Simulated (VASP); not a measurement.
Wanted: the native input for a VASP 6.6.1 run.

- Task: single point
- Functional: LDA
- Potentials or basis: VASP PAW LDA potentials, release 64 (Pb_d, S)
- Cutoff: 520 eV
- k mesh: 7 × 7 × 7
- Occupations: fermi-dirac, width 0.05 eV
- Spin: no spin polarisation
- Dipole correction: no
- Further INCAR settings: ALGO = Normal; EDIFF = 1e-06; NBANDS = 17

The structure of PbS lies in POSCAR:

```
PbS
1.0
    3.5401437974      0.0000000000      0.0000000000
    0.0000000000      3.5401437974      0.0000000000
    0.0000000000      0.0000000000      3.5401437974
Pb S
1 1
Direct
    0.0000000000      0.0000000000      0.0000000000
    0.5000000000      0.5000000000      0.5000000000
```

The input as run:

INCAR

```
PREC = Accurate ; ENCUT = 520
EDIFF = 1E-6 ; ISMEAR = -1
SIGMA = 0.05 ; LREAL = False
LASPH = True ; NELM = 60
ALGO = Normal ; ISIF = 2
LWAVE = False ; LCHARG = False
GGA = CA ; NBANDS = 17
```

KPOINTS

```
Automatic mesh
0
Gamma
  7 7 7
```

Potentials or basis: VASP PAW LDA potentials, release 64 (Pb_d, S).

The run is started by

```bash
$ cat potpaw_LDA.64/Pb_d/POTCAR potpaw_LDA.64/S/POTCAR > POTCAR
$ mpirun -np 1 vasp_std > vasp.out
```

It gave:

```
Pressure               : 0.0 GPa
Band gap on the k mesh : zero (bands 10 and 11 overlap by 0.29 eV)
```

Caveat: semilocal functionals underestimate gaps, and a narrow one can read as zero; spin-orbit coupling is left out, which moves the levels of the heavy elements.

Wall time 5.6 s on 1 thread of AMD EPYC 9R45 96-Core Processor (Zen 5) (shared host), peak memory 0.11 GiB.
